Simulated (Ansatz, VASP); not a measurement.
# One calculation of CdS, two programs

POSCAR

```
CdS
1.0
    4.0055011634      0.0000000000      0.0000000000
   -2.0027505817      3.4688657624      0.0000000000
    0.0000000000      0.0000000000      7.1917494959
Cd S
2 2
Direct
    0.3333333333      0.6666666667      0.0000000000
    0.6666666667      0.3333333333      0.5000000000
    0.3333333333      0.6666666667      0.3850000000
    0.6666666667      0.3333333333      0.8850000000
```

File INCAR.step1:

```
SYSTEM = CdS
  PREC = Accurate
  ENCUT = 520
  ISMEAR = 0
  SIGMA = 0.05
  LREAL = .False.
  LASPH = .True.
  NELM = 80
  NBANDS = 26
  GGA = PE
  ALGO = Normal
  EDIFF = 1E-4
  LWAVE = .True.
  LCHARG = .False.
```

The input INCAR.step2:

```
SYSTEM = CdS
  PREC = Accurate
  ENCUT = 520
  EDIFF = 1E-6
  ISMEAR = 0
  SIGMA = 0.05
  LREAL = .False.
  LASPH = .True.
  NELM = 80
  ALGO = Normal
  ISIF = 2
  LWAVE = .False.
  LCHARG = .True.
  METAGGA = R2SCAN
  LMIXTAU = .True.
  LELF = .True.
  LVHAR = .True.
  NBANDS = 26
  ISTART = 1
```

The input KPOINTS:

```
Automatic mesh
0
Gamma
  12 12 6
  0 0 0
```

Input for Ansatz:

```yaml
crystal:
  lattice:
    - [4.0055011634, 0.0, 0.0]
    - [-2.0027505817, 3.4688657624, 0.0]
    - [0.0, 0.0, 7.1917494959]
  atoms:
    - { symbol: Cd, position: [0.3333333333, 0.6666666667, 0.0] }
    - { symbol: Cd, position: [0.6666666667, 0.3333333333, 0.5] }
    - { symbol: S, position: [0.3333333333, 0.6666666667, 0.385] }
    - { symbol: S, position: [0.6666666667, 0.3333333333, 0.885] }
basis:
  ecutwfc: 500
kpoints:
  mp_grid: { grid: [12, 12, 6] }
hamiltonian:
  xc: r2scan
scf:
  occupations: { method: gaussian, width: 0.05 }
output:
  forces: true
  stress: true
  eigenvalues: true
```

Alike in both runs: task single point; functional r2SCAN; k mesh 12 × 12 × 6; occupations gaussian, width 0.05 eV; no spin polarisation.

```csv
,VASP,Ansatz
version,VASP 6.6.1,Ansatz 0.2.0
potentials or method,"VASP PAW PBE potentials, release 64 (Cd, S), cutoff 520 eV","scalar-relativistic, plane waves, PAW"
valence electrons in the cell,36,52
```

|  | VASP | Ansatz | Ansatz less VASP |
| --- | --- | --- | --- |
| gap on the k mesh at the Fermi level (eV) | 1.51 | 1.52 | +0.006 |
| least direct gap on the mesh (eV) | 1.51 | 1.52 | +0.006 |
| pressure (GPa) | 3.2 | 2.8 | -0.41 |
| traceless stress, the component that is largest in VASP (GPa) | -7.17 | -7.01 | +0.163 |
| rms of the force components (eV/Å) | 0.424 | 0.409 | -0.0145 |

VASP's potentials were made for PBE, not for r2SCAN. Atom by atom the forces differ by 0.015 eV/Å (rms over components). With one functional, cell and mesh, what is left measures potentials, basis and numerics. VASP's potentials hold 36 valence electrons a cell and Ansatz's 52, so a difference there can come from the potentials and not from the codes.
